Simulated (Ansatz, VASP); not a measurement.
**BeCo in VASP and in Ansatz**

```
Be Co
1.0
     2.64029    0.00000    0.00000
     0.00000    2.64029    0.00000
     0.00000    0.00000    2.64029
Be Co
1 1
Direct
  0.00000 0.00000 0.00000
  0.50000 0.50000 0.50000
```

Alike in both runs: task single point; functional PBEsol; k mesh 11 × 11 × 11; occupations fermi-dirac, width 0.1 eV; collinear spin.

|  | VASP | Ansatz |
| --- | --- | --- |
| version | VASP 6.6.1 | Ansatz 0.2.0 |
| potentials or method | VASP PAW PBE potentials, release 64 (Be, Co), cutoff 520 eV | all-electron (LAPW or listed datasets) |

Ansatz gave:

```
net moment per atom (μB)                                      : 0.21
size of the moment on the site where the two differ most (μB) : 0.45
```

Task: What did VASP give for the same quantities?

Result: net moment per atom (μB): 0.20; size of the moment on the site where the two differ most (μB): 0.43.

VASP's potentials were made for PBE, not for PBEsol. Site moments also hang on the region over which each program counts them. Ansatz ran all-electron here, and VASP with PAW potentials. Ansatz's warnings: given moment on shells.
